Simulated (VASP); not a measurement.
# Li2Pt (P6/mmm) in VASP: a series of runs, part 2 of 3

VASP 6.6.1.

## Step 3: Electric field gradients, LDA (volume scaled by 1.06)

File INCAR:

```
ALGO = Normal
EDIFF = 1E-8
ENCUT = 520
GGA = CA
ISIF = 2
ISMEAR = -1
LASPH = True
LCHARG = False
LEFG = True
LREAL = False
LWAVE = False
NBANDS = 15
NELM = 60
PREC = Accurate
SIGMA = 0.03
```

File KPOINTS:

```
k-points
0
Gamma
  9 9 12
```

File POSCAR:

```
Li2Pt
1.0
    4.2680982414      0.0000000000      0.0000000000
   -2.1340491207      3.6962815030      0.0000000000
    0.0000000000      0.0000000000      2.7131897205
Li Pt
2 1
Direct
    0.3333333333      0.6666666667      0.5000000000
    0.6666666667      0.3333333333      0.5000000000
    0.0000000000      0.0000000000      0.0000000000
```

Potentials or basis: VASP PAW LDA potentials, release 64 (Li_sv, Pt).

On the command line:

```
$ cat potpaw_LDA.64/Li_sv/POTCAR potpaw_LDA.64/Pt/POTCAR > POTCAR
$ mpirun -np 1 vasp_std > vasp.out
```

OUTCAR:

```text
EDIFF = 1E-8
   ENCUT = 520
   GGA = CA
   ISIF = 2
   ISMEAR = -1
   LASPH = True
   LREAL = False
   NELM = 60
   PREC = Accurate

 ion  position               nearest neighbor table
   1  0.333  0.667  0.500-   2 2.46   2 2.46   2 2.46   3 2.81   3 2.81   3 2.81   3 2.81   3 2.81
                             3 2.81
   2  0.667  0.333  0.500-   1 2.46   1 2.46   1 2.46   3 2.81   3 2.81   3 2.81   3 2.81   3 2.81
                             3 2.81
   3  0.000  0.000  0.000-   1 2.81   2 2.81   1 2.81   2 2.81   2 2.81   2 2.81   1 2.81   1 2.81
                             2 2.81   2 2.81   1 2.81   1 2.81

  LATTYP: Found a hexagonal cell.
 ALAT       =     4.2680982414
 C/A-ratio  =     0.6356905505

  Lattice vectors:

 A1 = (   4.2680982414,   0.0000000000,   0.0000000000)
 A2 = (  -2.1340491207,   3.6962815030,   0.0000000000)
 A3 = (   0.0000000000,   0.0000000000,   2.7131897205)

Analysis of symmetry for initial positions (statically):
=====================================================================
 Subroutine PRICEL returns:
 Original cell was already a primitive cell.

 Routine SETGRP: Setting up the symmetry group for a
 hexagonal supercell.

 Subroutine GETGRP returns: Found 24 space group operations
 (whereof 24 operations were pure point group operations)
 out of a pool of 24 trial point group operations.

The static configuration has the point symmetry D_6h.

Analysis of symmetry for dynamics (positions and initial velocities):
=====================================================================
 Subroutine PRICEL returns:
 Original cell was already a primitive cell.

 Routine SETGRP: Setting up the symmetry group for a
 hexagonal supercell.

 Subroutine GETGRP returns: Found 24 space group operations
 (whereof 24 operations were pure point group operations)
 out of a pool of 24 trial point group operations.

The dynamic configuration has the point symmetry D_6h.

 Subroutine INISYM returns: Found 24 space group operations
 (whereof 24 operations are pure point group operations),
 and found     1 'primitive' translations

----------------------------------------------------------------------------------------

                                     Primitive cell

  volume of cell :      42.8035

  direct lattice vectors                    reciprocal lattice vectors
     4.268098241  0.000000000  0.000000000     0.234296388  0.135271082  0.000000000
    -2.134049121  3.696281503  0.000000000     0.000000000  0.270542165  0.000000000
     0.000000000  0.000000000  2.713189720     0.000000000  0.000000000  0.368569876

  length of vectors
     4.268098241  4.268098241  2.713189720     0.270542165  0.270542165  0.368569876

  position of ions in fractional coordinates (direct lattice)
     0.333333333  0.666666667  0.500000000
     0.666666667  0.333333333  0.500000000
     0.000000000  0.000000000  0.000000000

  ion indices of the primitive-cell ions
   primitive index   ion index
                 1           1
                 2           2
                 3           3

[... 88 lines left out ...]
   IALGO  =     38    algorithm
   IMIX   =      4    mixing-type and parameters
     AMIX     =   0.40;   BMIX     =  1.00
     AMIX_MAG =   1.60;   BMIX_MAG =  1.00
  volume/ion in A,a.u.               =      14.27        96.28
  Fermi-wavevector in a.u.,A,eV,Ry     =   1.179293  2.228540 18.922049  1.390731
  Thomas-Fermi vector in A             =   2.315606
   LORBIT       =      0    0 simple, 1 ext, 2 COOP (PROOUT), +10 PAW based schemes
   GGA     = CA    functional components
   LHFCALC =     F    Hartree Fock is set to
   AEXX    =    0.0000 exact exchange contribution
   IVDW    =     0    specifies the selected vdW correction
   LEPSILON=     F    determine dielectric tensor
   LRPA    =     F    only Hartree local field effects (RPA)
 non-spin polarized calculation
  energy-cutoff  :      520.00
  volume of cell :       42.80
 maximum number of plane-waves:      1173
 NGX is ok and might be reduce to    32
   NGX = 15   NGY = 15   NGZ = 11

 number of electron      15.9999992 magnetization

 Free energy of the ion-electron system (eV)
  ---------------------------------------------------
  ext. energy  EPLUGINS =         0.00000000
  ---------------------------------------------------
  free energy    TOTEN  =       -13.05343927 eV

  energy without entropy =      -13.04979619  energy(sigma->0) =      -13.05161773

 E-fermi :   4.5664     XC(G=0): -10.1904

 val. band max:        4.5295452307   @ k =   0.3333   0.0000   0.4167
 cond. band min:       4.5807811865   @ k =   0.3333   0.3333   0.0833
 fundamental gap:      0.0512359558
 Fermi energy:         4.5663728960

 k-point     1 :       0.0000    0.0000    0.0000
  band No.  band energies     occupation
      1     -40.2206      2.00000
      2     -40.1233      2.00000
      3      -1.7732      2.00000
      4       0.4669      2.00000
      5       1.4912      2.00000
      6       1.4912      2.00000
      7       3.9180      2.00000
      8       3.9180      2.00000
      9       8.3061      0.00000
     10       8.3061      0.00000
     11      10.6820      0.00000
     12      10.6820      0.00000
     13      13.3544      0.00000
     14      14.0457      0.00000
[... 401 lines left out ...]
      2     -40.1700      2.00000
      3      -0.7452      2.00000
      4       1.7870      2.00000
      5       1.7887      2.00000
      6       1.7887      2.00000
      7       3.2428      2.00000
      8       3.2428      2.00000
      9       4.5808      0.76437
     10       4.5808      0.76437
     11      12.6065      0.00000
     12      15.2183      0.00000
     13      15.2183      0.00000
     14      18.6713      0.00000
     15      18.6713      0.00000

 [... further k-points ...]
[... 5 lines left out ...]
  --------------------------------------------------------------------------------------
  -------------------------------------------------------------------------------------
  Total       -1.7548255     -1.7548255     -2.6632851      0.0000000      0.0000000      0.0000000
  in kB      -65.6848046    -65.6848046    -99.6893193      0.0000000      0.0000000      0.0000000
  external PRESSURE =     -77.0196428 kB  Pullay stress =       0.0000000 kB

 VOLUME and BASIS-vectors are now :
 -----------------------------------------------------------------------------
  energy-cutoff  :      520.00
  volume of cell :       42.80
      direct lattice vectors                 reciprocal lattice vectors
     4.268098241  0.000000000  0.000000000     0.234296388  0.135271082  0.000000000
    -2.134049121  3.696281503  0.000000000     0.000000000  0.270542165  0.000000000
     0.000000000  0.000000000  2.713189720     0.000000000  0.000000000  0.368569876

 POSITION                                       TOTAL-FORCE (eV/Angst)
 -----------------------------------------------------------------------------------
     -0.00000      2.46419      1.35659        -0.000000      0.000000      0.000000
      2.13405      1.23209      1.35659         0.000000     -0.000000     -0.000000
      0.00000      0.00000      0.00000         0.000000      0.000000      0.000000
 -----------------------------------------------------------------------------------
    total drift:                                0.000000     -0.000000     -0.000000

  FREE ENERGIE OF THE ION-ELECTRON SYSTEM (eV)
  ---------------------------------------------------
  free  energy   TOTEN  =       -13.0534392651 eV

  energy  without entropy=      -13.0497961923  energy(sigma->0) =      -13.05161773

 Electric field gradients (V/A^2)
---------------------------------------------------------------------
 ion       V_xx      V_yy      V_zz      V_xy      V_xz      V_yz
---------------------------------------------------------------------
   1      -0.135    -0.136     0.270    -0.001     0.000    -0.000
   2      -0.135    -0.136     0.270    -0.001     0.000    -0.000
   3     135.452   135.452  -270.903    -0.000     0.000    -0.000
---------------------------------------------------------------------

 Electric field gradients after diagonalization (V/A^2)
 (convention: |V_zz| > |V_xx| > |V_yy|)
----------------------------------------------------------------------
 ion       V_xx      V_yy      V_zz     asymmetry (V_yy - V_xx)/ V_zz
----------------------------------------------------------------------
   1      -0.136    -0.134     0.270       0.009
   2      -0.136    -0.134     0.270       0.009
   3     135.452   135.451  -270.903       0.000
----------------------------------------------------------------------

           NMR quadrupolar parameters

 Cq : quadrupolar parameter    Cq=e*Q*V_zz/h
 eta: asymmetry parameters     (V_yy - V_xx)/ V_zz
 Q  : nuclear electric quadrupole moment in mb (millibarn)
----------------------------------------------------------------------
 ion       Cq(MHz)       eta       Q (mb)
----------------------------------------------------------------------
   1       0.001       0.009       1.000
   2       0.001       0.009       1.000
   3      -0.655       0.000       1.000
----------------------------------------------------------------------
```

OSZICAR:

```text
N       E                     dE             d eps       ncg     rms          rms(c)
DAV:   1     0.702153461740E+02    0.70215E+02   -0.71459E+03  2616   0.109E+03
DAV:   2    -0.619573894675E+01   -0.76411E+02   -0.69299E+02  3017   0.234E+02
DAV:   3    -0.136320884189E+02   -0.74363E+01   -0.72731E+01  4811   0.466E+01
DAV:   4    -0.137354531529E+02   -0.10336E+00   -0.10317E+00  2758   0.803E+00
DAV:   5    -0.137371766295E+02   -0.17235E-02   -0.17233E-02  3651   0.790E-01    0.694E+00
DAV:   6    -0.132741663548E+02    0.46301E+00   -0.25846E+00  2751   0.135E+01    0.267E+00
DAV:   7    -0.130708960618E+02    0.20327E+00   -0.33179E-01  2681   0.507E+00    0.862E-01
DAV:   8    -0.130560672345E+02    0.14829E-01   -0.17459E-02  3555   0.890E-01    0.418E-01
DAV:   9    -0.130534129667E+02    0.26543E-02   -0.72863E-03  3325   0.671E-01    0.896E-02
DAV:  10    -0.130534396707E+02   -0.26704E-04   -0.14078E-04  3320   0.950E-02    0.162E-02
DAV:  11    -0.130534393000E+02    0.37069E-06   -0.10153E-05  3505   0.273E-02    0.289E-03
DAV:  12    -0.130534392630E+02    0.37049E-07   -0.26425E-07  3294   0.408E-03    0.743E-04
DAV:  13    -0.130534392651E+02   -0.21171E-08   -0.14006E-08  3029   0.809E-04
   1 F= -.13053439E+02 E0= -.13051618E+02  d E =-.364307E-02
```

stdout:

```text
POSCAR found type information on POSCAR LiPt
 POSCAR found :  2 types and       3 ions
 scaLAPACK will be used
 LDA part: xc-table for (Slater(with rela. corr.)+CA(PZ))
 , standard interpolation
 POSCAR, INCAR and KPOINTS ok, starting setup
 FFT: planning ... GRIDC
 FFT: planning ... GRID_SOFT
 FFT: planning ... GRID
 WAVECAR not read
 entering main loop
ion   1

ion   2

ion   3
```

It took 21 s on 1 thread of Intel Xeon Platinum 8375C at 2.90GHz (Ice Lake), shared host; peak memory 0.17 GiB.

Results:

```
Free energy            : -13.0534 eV
Band gap on the k mesh : zero (band 8 reaches 5.72 eV, above the bottom of band 9 at 3.87 eV)
```

Electric field gradients, principal values (V/Å²):
```
atom    least   middle  greatest (by size)
1 Li   -0.134   -0.136               0.270
2 Li   -0.134   -0.136               0.270
3 Pt  135.451  135.452            -270.903
```

Caveat: the cutoff is under 1.25 times the usual one of these potentials, so pressure, stress and relaxed cells hold a basis-set (Pulay) error; without QUAD_EFG the Cq values of the log hold for a quadrupole moment of 1 mb, not for the nuclei; spin-orbit coupling is left out, which moves the levels of the heavy elements.

## Step 4: Electric field gradients, LDA (volume scaled by 1.06)

File INCAR:

```
SYSTEM = Li2Pt
PREC = Accurate ; ENCUT = 520
EDIFF = 1E-8 ; ISMEAR = -1
SIGMA = 0.03 ; LREAL = .FALSE.
LASPH = .TRUE. ; NELM = 60
ALGO = Normal ; ISIF = 2
LWAVE = .FALSE. ; LCHARG = .FALSE.
LEFG = .TRUE. ; NBANDS = 15
```

File KPOINTS:

```
regular mesh
0
G
  9 9 12
  0 0 0
```

POSCAR is that of step 3.

Potentials or basis: VASP PAW LDA potentials, release 64 (Li_sv, Pt).

On the command line:

```
$ cat potpaw_LDA.64/Li_sv/POTCAR potpaw_LDA.64/Pt/POTCAR > POTCAR
$ mpirun -np 1 vasp_std > vasp.out
```

OUTCAR:

```text
SYSTEM = Li2Pt
   PREC = Accurate
   ENCUT = 520
   EDIFF = 1E-8
   ISMEAR = -1
   LREAL = .FALSE.
   LASPH = .TRUE.
   NELM = 60
   ISIF = 2

 ion  position               nearest neighbor table
   1  0.333  0.667  0.500-   2 2.46   2 2.46   2 2.46   3 2.81   3 2.81   3 2.81   3 2.81   3 2.81
                             3 2.81
   2  0.667  0.333  0.500-   1 2.46   1 2.46   1 2.46   3 2.81   3 2.81   3 2.81   3 2.81   3 2.81
                             3 2.81
   3  0.000  0.000  0.000-   1 2.81   2 2.81   1 2.81   2 2.81   2 2.81   2 2.81   1 2.81   1 2.81
                             2 2.81   2 2.81   1 2.81   1 2.81

  LATTYP: Found a hexagonal cell.
 ALAT       =     4.2680982414
 C/A-ratio  =     0.6356905505

  Lattice vectors:

 A1 = (   4.2680982414,   0.0000000000,   0.0000000000)
 A2 = (  -2.1340491207,   3.6962815030,   0.0000000000)
 A3 = (   0.0000000000,   0.0000000000,   2.7131897205)

Analysis of symmetry for initial positions (statically):
[... 632 lines left out ...]
    -2.134049121  3.696281503  0.000000000     0.000000000  0.270542165  0.000000000
     0.000000000  0.000000000  2.713189720     0.000000000  0.000000000  0.368569876

 POSITION                                       TOTAL-FORCE (eV/Angst)
 -----------------------------------------------------------------------------------
     -0.00000      2.46419      1.35659        -0.000000      0.000000      0.000000
      2.13405      1.23209      1.35659         0.000000     -0.000000     -0.000000
      0.00000      0.00000      0.00000         0.000000      0.000000      0.000000
 -----------------------------------------------------------------------------------
    total drift:                                0.000000     -0.000000     -0.000000

  FREE ENERGIE OF THE ION-ELECTRON SYSTEM (eV)
  ---------------------------------------------------
  free  energy   TOTEN  =       -13.0534392651 eV

  energy  without entropy=      -13.0497961923  energy(sigma->0) =      -13.05161773

 Electric field gradients (V/A^2)
---------------------------------------------------------------------
 ion       V_xx      V_yy      V_zz      V_xy      V_xz      V_yz
---------------------------------------------------------------------
   1      -0.135    -0.136     0.270    -0.001     0.000    -0.000
   2      -0.135    -0.136     0.270    -0.001     0.000    -0.000
   3     135.452   135.452  -270.903    -0.000     0.000    -0.000
---------------------------------------------------------------------

 Electric field gradients after diagonalization (V/A^2)
 (convention: |V_zz| > |V_xx| > |V_yy|)
----------------------------------------------------------------------
 ion       V_xx      V_yy      V_zz     asymmetry (V_yy - V_xx)/ V_zz
----------------------------------------------------------------------
   1      -0.136    -0.134     0.270       0.009
   2      -0.136    -0.134     0.270       0.009
   3     135.452   135.451  -270.903       0.000
----------------------------------------------------------------------

           NMR quadrupolar parameters

 Cq : quadrupolar parameter    Cq=e*Q*V_zz/h
 eta: asymmetry parameters     (V_yy - V_xx)/ V_zz
 Q  : nuclear electric quadrupole moment in mb (millibarn)
----------------------------------------------------------------------
 ion       Cq(MHz)       eta       Q (mb)
----------------------------------------------------------------------
   1       0.001       0.009       1.000
   2       0.001       0.009       1.000
   3      -0.655       0.000       1.000
----------------------------------------------------------------------
```

OSZICAR:

```text
N       E                     dE             d eps       ncg     rms          rms(c)
DAV:   1     0.702153461740E+02    0.70215E+02   -0.71459E+03  2616   0.109E+03
DAV:   2    -0.619573894675E+01   -0.76411E+02   -0.69299E+02  3017   0.234E+02
DAV:   3    -0.136320884189E+02   -0.74363E+01   -0.72731E+01  4811   0.466E+01
DAV:   4    -0.137354531529E+02   -0.10336E+00   -0.10317E+00  2758   0.803E+00
DAV:   5    -0.137371766295E+02   -0.17235E-02   -0.17233E-02  3651   0.790E-01    0.694E+00
DAV:   6    -0.132741663548E+02    0.46301E+00   -0.25846E+00  2751   0.135E+01    0.267E+00
DAV:   7    -0.130708960618E+02    0.20327E+00   -0.33179E-01  2681   0.507E+00    0.862E-01
DAV:   8    -0.130560672345E+02    0.14829E-01   -0.17459E-02  3555   0.890E-01    0.418E-01
DAV:   9    -0.130534129667E+02    0.26543E-02   -0.72863E-03  3325   0.671E-01    0.896E-02
DAV:  10    -0.130534396707E+02   -0.26704E-04   -0.14078E-04  3320   0.950E-02    0.162E-02
DAV:  11    -0.130534393000E+02    0.37069E-06   -0.10153E-05  3505   0.273E-02    0.289E-03
DAV:  12    -0.130534392630E+02    0.37049E-07   -0.26425E-07  3294   0.408E-03    0.743E-04
DAV:  13    -0.130534392651E+02   -0.21171E-08   -0.14006E-08  3029   0.809E-04
   1 F= -.13053439E+02 E0= -.13051618E+02  d E =-.364307E-02
```

It took 20 s on 1 thread of Intel Xeon Platinum 8375C at 2.90GHz (Ice Lake), shared host; peak memory 0.17 GiB.

What came out:

```yaml
Free_energy: -13.0534 eV
Band_gap_on_the_k_mesh: zero (band 8 reaches 5.72 eV, above the bottom of band 9 at 3.87 eV)
```

Electric field gradients, principal values (V/Å²):
```
atom    least   middle  greatest (by size)
1 Li   -0.134   -0.136               0.270
2 Li   -0.134   -0.136               0.270
3 Pt  135.451  135.452            -270.903
```

Caveat: the cutoff is under 1.25 times the usual one of these potentials, so pressure, stress and relaxed cells hold a basis-set (Pulay) error; without QUAD_EFG the Cq values of the log hold for a quadrupole moment of 1 mb, not for the nuclei; spin-orbit coupling is left out, which moves the levels of the heavy elements.

(Part 2 of 3 ends here.)
